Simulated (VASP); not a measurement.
Here is a VASP 6.6.1 calculation.

File INCAR:

```
SYSTEM = Mg
PREC = Accurate
ENCUT = 520
EDIFF = 1E-6
ISMEAR = -1
SIGMA = 0.1
LREAL = .FALSE.
LASPH = .TRUE.
NELM = 60
ALGO = Normal
ISIF = 2
LWAVE = .FALSE.
LCHARG = .FALSE.
GGA = B5
ALDAX = 1.0
AGGAX = 1.0
AGGAC = 1.0
ALDAC = 0.0
NBANDS = 10
```

The input KPOINTS:

```
Automatic mesh
0
G
  8 8 11
  0 0 0
```

The input POSCAR:

```
Mg
1.0
    5.0734561029      0.0000000000      0.0000000000
   -2.5367280515      4.3937418701      0.0000000000
    0.0000000000      0.0000000000      3.0938689164
Mg
3
Direct
    1.0000000000      1.0000000000      0.0000000000
    0.3333333333      0.6666666667      0.5000000000
    0.6666666667      0.3333333333      0.5000000000
```

Potentials or basis: VASP PAW PBE potentials, release 64 (Mg).

Run with:

```console
$ cat potpaw_PBE.64/Mg/POTCAR > POTCAR
$ mpirun -np 1 vasp_std > vasp.out
```

Q: Predict the pressure.

A: 1.2 GPa.

Q: What does it give for the band gap on the k mesh?

A: Zero (bands 3 and 4 overlap by 4.13 eV).

Stress tensor (GPa, compression positive):
```
1.13 0.00 0.00
0.00 1.13 0.00
0.00 0.00 1.34
```

Caveat: the PAW data sets were made with another functional, which shifts forces and pressure a little.
